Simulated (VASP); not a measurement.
Set up this calculation in VASP 6.6.1, as the native input.

```
Task                   : single point
Functional             : PBE
Potentials or basis    : VASP PAW PBE potentials, release 64 (K_sv, F)
Cutoff                 : 520 eV
k mesh                 : 6 × 6 × 4
Occupations            : gaussian, width 0.02 eV
Spin                   : no spin polarisation
Dipole correction      : no
Further INCAR settings : ALGO = Normal; EDIFF = 1e-07; NBANDS = 24
```

The structure of KF lies in POSCAR:

```
KF
1.0
    2.7509872336      2.7509872336      0.0000000000
   -2.7509872336      2.7509872336      0.0000000000
    0.0000000000      0.0000000000      5.3821331856
K F
2 2
Direct
    0.0000000000      0.0000000000      0.0000000000
    0.5000000000      0.5000000000      0.5000000000
    0.5000000000      0.5000000000      0.0000000000
    0.0000000000      0.0000000000      0.5000000000
```

This cell differs from its parent crystal: biaxial strain in the a-b plane: +1.5 %, then relaxed in part.

One way to write it, as run:

INCAR

```
ALGO = Normal ; EDIFF = 1E-7
ENCUT = 520 ; GGA = PE
ISIF = 2 ; ISMEAR = 0
LASPH = T ; LCHARG = F
LREAL = F ; LWAVE = F
NBANDS = 24 ; NELM = 80
PREC = Accurate ; SIGMA = 0.02
```

KPOINTS

```
k-points
0
Gamma
  6 6 4
```

Potentials or basis: VASP PAW PBE potentials, release 64 (K_sv, F).

Run with:

```bash
$ cat potpaw_PBE.64/K_sv/POTCAR potpaw_PBE.64/F/POTCAR > POTCAR
$ mpirun -np 1 vasp_std > vasp.out
```

It gave:

The pressure is -0.6 GPa. The band gap on the k mesh is 5.82 eV.

Caveat: the cell differs from its parent crystal (biaxial strain in the a-b plane: +1.5 %, then relaxed in part).

Wall time 31 s on 1 thread of Intel(R) Xeon(R) 6975P-C (Granite Rapids) (shared host), peak memory 0.2 GiB.
